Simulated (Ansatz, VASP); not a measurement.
## Two plane-wave programs on CdI2

```
Cd I
1.0
     4.24836    0.00000    0.00000
    -2.12418    3.67919    0.00000
     0.00000    0.00000    6.88442
Cd I
1 2
Direct
  0.00000 0.00000 0.00000
  0.33333 0.66667 0.24956
  0.66667 0.33333 0.75044
```

Alike in both runs: task single point; functional PBE; k mesh 12 × 12 × 4; no spin polarisation.

|  | VASP | Ansatz |
| --- | --- | --- |
| version | VASP 6.6.1 | Ansatz 0.2.0 |
| potentials or method | VASP PAW PBE potentials, release 64 (Cd, I) | plane waves, PAW |
| plane-wave cutoff (eV) | 500 | 420 |
| occupations | gaussian, width 0.01 eV | fixed |
| valence electrons in the cell | 26 | 54 |

```csv
,VASP,Ansatz,Ansatz less VASP
gap on the k mesh at the Fermi level (eV),2.36,2.37,+0.007
pressure (GPa),1.7,1.6,-0.11
rms of the force components (eV/Å),0.044,0.034,-0.0099
```

Atom by atom the forces differ by 0.010 eV/Å (rms over components). VASP's potentials hold 26 valence electrons a cell and Ansatz's 54, so a difference there can come from the potentials and not from the codes.

Neither program's run includes spin-orbit coupling.
